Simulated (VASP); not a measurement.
# GaP (F-43m) in VASP: notebook, part 2 of 2

VASP 6.6.1.

### Step 5. Relaxation of cell and atoms, PBE

This run uses another cell than the first one, of 17.67 Å³/atom, 0.847 times its volume.

File INCAR:

```
SYSTEM = GaP
ALGO     = Normal         ! electronic algorithm
EDIFF    = 1E-7           ! SCF threshold, eV
EDIFFG   = -0.005         ! ionic threshold
ENCUT    = 600            ! plane-wave cutoff, eV
GGA      = PE             ! functional
IBRION   = 2              ! ionic algorithm
ISIF     = 3              ! what is computed and relaxed
ISMEAR   = -1             ! smearing method
LASPH    = .True.         ! aspherical terms in the spheres
LCHARG   = .False.        ! write CHGCAR
LREAL    = .False.        ! projectors in reciprocal space
LWAVE    = .False.        ! write WAVECAR
NELM     = 100            ! most SCF steps
NSW      = 80             ! ionic steps
PREC     = Accurate       ! precision mode
SIGMA    = 0.02           ! smearing width, eV
```

File KPOINTS:

```
k-points
0
Gamma
  8 8 8
  0 0 0
```

File POSCAR:

```
GaP
1.0
    0.0000000000      2.6047734745      2.6047734745
    2.6047734745      0.0000000000      2.6047734745
    2.6047734745      2.6047734745      0.0000000000
Ga P
1 1
Direct
    0.0000000000      0.0000000000      0.0000000000
    0.2500000000      0.2500000000      0.2500000000
```

Command:

```
$ cat potpaw_PBE.64/Ga_d/POTCAR potpaw_PBE.64/P/POTCAR > POTCAR
$ mpirun -np 1 vasp_std > vasp.out
```

Wall time 25 s (1 thread of AMD EPYC 9R45 (Zen 5), shared host); peak memory 0.15 GiB.

Results (log left out):

```
Free energy                            : -9.1245 eV
Relaxed volume                         : 20.87 Å³/atom
Relaxed cell                           : a = 3.894 Å, b = 3.894 Å, c = 3.894 Å, α = 60.00°, β = 60.00°, γ = 60.00°
Space group after relaxing (to 0.05 Å) : F-43m (No. 216)
Energy gained by relaxing              : 156.8 meV/atom
Ionic steps                            : 3
Pressure after relaxing                : 0.0 GPa
Band gap on the k mesh                 : 1.57 eV, direct
```

Step by step:
```
step  energy change (eV)  largest force (eV/Å)  pressure (GPa)  volume (Å³)
   1              0.0000                0.0000           18.30        35.35
   2             -0.1982                0.0000           -6.67        46.71
   3             -0.3135                0.0000           -0.03        41.74
```

Final structure:
```xyz
2
Lattice="0.0000 2.7533 2.7533 2.7533 0.0000 2.7533 2.7533 2.7533 0.0000" Properties=species:S:1:pos:R:3 pbc="T T T"
Ga    0.0000    0.0000    0.0000
P     1.3766    1.3766    1.3766
```

Levels at points of the mesh, in eV from the valence-band top:
| k point | band 5 | band 6 | band 7 | band 8 | band 9 | band 10 | band 11 | band 12 | band 13 |
| --- | --- | --- | --- | --- | --- | --- | --- | --- | --- |
| (0.00, 0.00, 0.00) | -14.41 | -12.27 | 0.00 | 0.00 | 0.00 | 1.57 | 3.90 | 3.90 | 3.90 |
| (0.50, 0.00, 0.00) | -14.41 | -10.30 | -6.46 | -1.07 | -1.07 | 1.58 | 4.73 | 4.73 | 8.22 |
| (0.50, 0.50, 0.00) | -14.39 | -9.44 | -6.61 | -2.58 | -2.58 | 1.72 | 1.85 | 10.37 | 10.37 |

Caveat: the volume moved by over 15 % at a fixed basis, so the end points are rough. A k mesh can miss the band edges.

### Step 6. Single point, HF

This run uses another cell than the first one, of 20.24 Å³/atom, 0.970 times its volume.

File POSCAR:

```
GaP
1.0
    0.0000000000      2.7253992947      2.7253992947
    2.7253992947      0.0000000000      2.7253992947
    2.7253992947      2.7253992947      0.0000000000
Ga P
1 1
Direct
    0.0000000000      0.0000000000      0.0000000000
    0.2500000000      0.2500000000      0.2500000000
```

File INCAR.step1:

```
  PREC = Accurate
  ENCUT = 520
  EDIFF = 1E-5
  ISMEAR = 0
  SIGMA = 0.01
  LREAL = F
  LASPH = T
  NELM = 100
  ALGO = Normal
  ISIF = 2
  LWAVE = T
  LCHARG = F
  NBANDS = 16
  GGA = PE
```

File INCAR.step2:

```
  PREC = Accurate
  ENCUT = 520
  EDIFF = 1E-7
  ISMEAR = 0
  SIGMA = 0.01
  LREAL = F
  LASPH = T
  NELM = 100
  ALGO = Normal
  ISIF = 2
  LWAVE = F
  LCHARG = F
  GGA = PE
  LHFCALC = T
  AEXX = 1.0
  ALDAC = 0.0
  AGGAC = 0.0
  PRECFOCK = Normal
  NBANDS = 16
  ISTART = 1
```

File KPOINTS:

```
regular mesh
0
Gamma
  6 6 6
```

Potentials or basis: VASP PAW PBE potentials, release 64 (Ga_d, P).

Command:

```
$ cat potpaw_PBE.64/Ga_d/POTCAR potpaw_PBE.64/P/POTCAR > POTCAR
$ cp INCAR.step1 INCAR
$ mpirun -np 1 vasp_std > vasp.out
$ cp INCAR.step2 INCAR
$ mpirun -np 1 vasp_std > vasp.out
```

OUTCAR:

```text
PREC = Accurate
   ENCUT = 520
   EDIFF = 1E-7
   ISMEAR = 0
   LREAL = F
   LASPH = T
   NELM = 100
   ISIF = 2
   GGA = PE
   LHFCALC = T
   AEXX = 1.0
   PRECFOCK = Normal
   ISTART = 1

 ion  position               nearest neighbor table
   1  0.000  0.000  0.000-   2 2.36   2 2.36   2 2.36   2 2.36
   2  0.250  0.250  0.250-   1 2.36   1 2.36   1 2.36   1 2.36

  LATTYP: Found a face centered cubic cell.
 ALAT       =     5.4507985894

  Lattice vectors:

 A1 = (   0.0000000000,   2.7253992947,   2.7253992947)
 A2 = (   2.7253992947,   0.0000000000,   2.7253992947)
 A3 = (   2.7253992947,   2.7253992947,   0.0000000000)

Analysis of symmetry for initial positions (statically):
=====================================================================
 Subroutine PRICEL returns:
 Original cell was already a primitive cell.

 Routine SETGRP: Setting up the symmetry group for a
 face centered cubic supercell.

 Subroutine GETGRP returns: Found 24 space group operations
[... 160 lines left out ...]
  ---------------------------------------------------
  free energy    TOTEN  =       -17.21479504 eV

  energy without entropy =      -17.21479504  energy(sigma->0) =      -17.21479504

 E-fermi :   2.6316     XC(G=0):   0.0000

 val. band max:        2.5450996154   @ k =   0.0000   0.0000   0.0000
 cond. band min:      10.2146169962   @ k =   0.5000   0.5000   0.0000
 fundamental gap:      7.6695173808
 Fermi energy:         2.6316301600

 k-point     1 :       0.0000    0.0000    0.0000
  band No.  band energies     occupation
      1     -22.0410      2.00000
      2     -22.0410      2.00000
      3     -22.0410      2.00000
      4     -21.9199      2.00000
      5     -21.9199      2.00000
      6     -15.0018      2.00000
[... 281 lines left out ...]
      3     -21.9926      2.00000
      4     -21.9355      2.00000
      5     -21.9124      2.00000
      6     -11.0449      2.00000
[... 8 lines left out ...]
     15      23.3802      0.00000
     16      25.1353      0.00000

------------------------ aborting loop because EDIFF is reached ----------------------------------------

  FORCE on cell =-STRESS in cart. coord.  units (eV):
  Direction    XX          YY          ZZ          XY          YZ          ZX
  --------------------------------------------------------------------------------------
  -------------------------------------------------------------------------------------
  Total        1.2837914      1.2837914      1.2837914      0.0000000     -0.0000000     -0.0000000
  in kB       50.8024474     50.8024474     50.8024474      0.0000000     -0.0000000     -0.0000000
  external PRESSURE =      50.8024474 kB  Pullay stress =       0.0000000 kB

 VOLUME and BASIS-vectors are now :
 -----------------------------------------------------------------------------
  energy-cutoff  :      520.00
  volume of cell :       40.49
      direct lattice vectors                 reciprocal lattice vectors
     0.000000000  2.725399295  2.725399295    -0.183459356  0.183459356  0.183459356
     2.725399295  0.000000000  2.725399295     0.183459356 -0.183459356  0.183459356
     2.725399295  2.725399295  0.000000000     0.183459356  0.183459356 -0.183459356

 POSITION                                       TOTAL-FORCE (eV/Angst)
 -----------------------------------------------------------------------------------
      0.00000      0.00000      0.00000        -0.000000     -0.000000     -0.000000
      1.36270      1.36270      1.36270         0.000000      0.000000      0.000000
 -----------------------------------------------------------------------------------
    total drift:                               -0.000002     -0.000003     -0.000002

  FREE ENERGIE OF THE ION-ELECTRON SYSTEM (eV)
  ---------------------------------------------------
  free  energy   TOTEN  =       -17.2147950415 eV

  energy  without entropy=      -17.2147950415  energy(sigma->0) =      -17.21479504
```

OUTCAR.step1:

```text
PREC = Accurate
   ENCUT = 520
   EDIFF = 1E-5
   ISMEAR = 0
   LREAL = F
   LASPH = T
[... 514 lines left out ...]
 -----------------------------------------------------------------------------------
      0.00000      0.00000      0.00000         0.000000      0.000000      0.000000
      1.36270      1.36270      1.36270        -0.000000     -0.000000     -0.000000
 -----------------------------------------------------------------------------------
    total drift:                                0.000002      0.000002      0.000002

  FREE ENERGIE OF THE ION-ELECTRON SYSTEM (eV)
  ---------------------------------------------------
  free  energy   TOTEN  =        -9.1024708697 eV

  energy  without entropy=       -9.1024708697  energy(sigma->0) =       -9.10247087
```

OSZICAR.step1:

```text
N       E                     dE             d eps       ncg     rms          rms(c)
DAV:   1     0.800651208737E+02    0.80065E+02   -0.89203E+03   536   0.162E+03
DAV:   2    -0.327932688263E+01   -0.83344E+02   -0.80175E+02   600   0.313E+02
DAV:   3    -0.928030648372E+01   -0.60010E+01   -0.59862E+01   648   0.643E+01
DAV:   4    -0.937371515577E+01   -0.93409E-01   -0.93394E-01   632   0.870E+00
DAV:   5    -0.937567708642E+01   -0.19619E-02   -0.19619E-02   616   0.112E+00    0.425E+00
DAV:   6    -0.912923001707E+01    0.24645E+00   -0.37852E-01   800   0.105E+01    0.282E+00
DAV:   7    -0.910154835275E+01    0.27682E-01   -0.96854E-02   640   0.209E+00    0.112E+00
DAV:   8    -0.910191324488E+01   -0.36489E-03   -0.13741E-02   616   0.142E+00    0.200E-01
DAV:   9    -0.910232600143E+01   -0.41276E-03   -0.13314E-03   608   0.506E-01    0.812E-02
DAV:  10    -0.910239892844E+01   -0.72927E-04   -0.11330E-04   784   0.119E-01    0.393E-02
DAV:  11    -0.910247127248E+01   -0.72344E-04   -0.98756E-05   552   0.828E-02    0.523E-03
DAV:  12    -0.910247086972E+01    0.40276E-06   -0.25735E-06   464   0.215E-02
   1 F= -.91024709E+01 E0= -.91024709E+01  d E =-.516215E-54
```

It took 43 min on 1 thread of AMD EPYC 9R45 (Zen 5), shared host; peak memory 0.16 GiB.

What came out:

- Free energy: -17.2148 eV
- Pressure: 5.1 GPa
- Band gap on the k mesh: 7.67 eV, indirect (least direct gap 9.17 eV)

Caveat: the PAW data sets were made with another functional, which shifts forces and pressure a little. A k mesh can miss the band edges.

### Step 7. Summary

| task | level | potentials or basis | cell | k mesh | cutoff (eV) | smearing | grid for exact exchange (PRECFOCK) | gap on the mesh (eV) | pressure (GPa) | relaxed volume (Å³/atom) |
| --- | --- | --- | --- | --- | --- | --- | --- | --- | --- | --- |
| relaxation of cell and atoms | LDA | VASP PAW LDA potentials, release 64 (Ga_d, P) | relaxed from a = 3.893 Å, angles 60.0°, 2 atoms | 8 × 8 × 8 | 600 | fermi-dirac 0.02 eV | - | 1.43 | 0.0 | 19.61 |
| relaxation of cell and atoms | r2SCAN | VASP PAW PBE potentials, release 64 (Ga_d, P) | relaxed from a = 3.893 Å, angles 60.0°, 2 atoms | 8 × 8 × 8 | 600 | fermi-dirac 0.02 eV | - | 1.90 | 0.0 | 20.23 |
| single point | PBE | VASP PAW PBE potentials, release 64 (Ga_d, P) | a = 3.893 Å, angles 60.0°, 2 atoms | 8 × 8 × 8 | 520 | fermi-dirac 0.02 eV | - | 1.58 | -0.1 | - |
| relaxation of cell and atoms | PBE | VASP PAW PBE potentials, release 64 (Ga_d, P) | relaxed from a = 3.684 Å, angles 60.0°, 2 atoms | 8 × 8 × 8 | 600 | fermi-dirac 0.02 eV | - | 1.57 | 0.0 | 20.87 |
| single point | HF | VASP PAW PBE potentials, release 64 (Ga_d, P) | a = 3.854 Å, angles 60.0°, 2 atoms | 6 × 6 × 6 | 520 | gaussian 0.01 eV | Normal | 7.67 | 5.1 | - |

Alike in all rows: no spin polarisation.

Caveats: the PAW data sets were made with another functional, which shifts forces and pressure a little (some runs); the volume moved by over 15 % at a fixed basis, so the end points are rough (some runs).

Absolute energies hang on the potentials; compare differences alone.
